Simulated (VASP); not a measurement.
A run of VASP 6.6.1 is set up as follows.

Contents of INCAR:

```
ALGO = Normal
EDIFF = 1E-6
ENCUT = 520
GGA = PE
ISIF = 2
ISMEAR = 0
LASPH = True
LCHARG = False
LREAL = False
LWAVE = False
NBANDS = 24
NELM = 80
PREC = Accurate
SIGMA = 0.1
```

KPOINTS

```
k-points
0
Gamma
  4 4 4
```

Contents of POSCAR:

```
Ge2P
1.0
    4.9567852845      0.0000000000      0.0000000000
    0.0000000000      4.9567852845      0.0000000000
    0.0000000000      0.0000000000      2.6708990463
Ge P
2 1
Direct
    0.0000000000      0.5000000000      0.0000000000
    0.5000000000      0.0000000000      0.0000000000
    0.0000000000      0.0000000000      0.0000000000
```

Potentials or basis: VASP PAW PBE potentials, release 64 (Ge_d, P).

The run is started by

```sh
$ cat potpaw_PBE.64/Ge_d/POTCAR potpaw_PBE.64/P/POTCAR > POTCAR
$ mpirun -np 1 vasp_std > vasp.out
```

Task: Estimate the pressure.

Result: -0.1 GPa.

Task: Estimate the band gap on the k mesh.

Result: Zero (an odd number of electrons rules out a gap without spin polarisation).

Stress tensor (GPa, compression positive):
```
-0.22  0.00  0.00
 0.00 -0.22  0.00
 0.00  0.00  0.08
```

Caveat: the k points lie up to 0.59 Å⁻¹ apart, too coarse for converged energies and pressures of a metal.
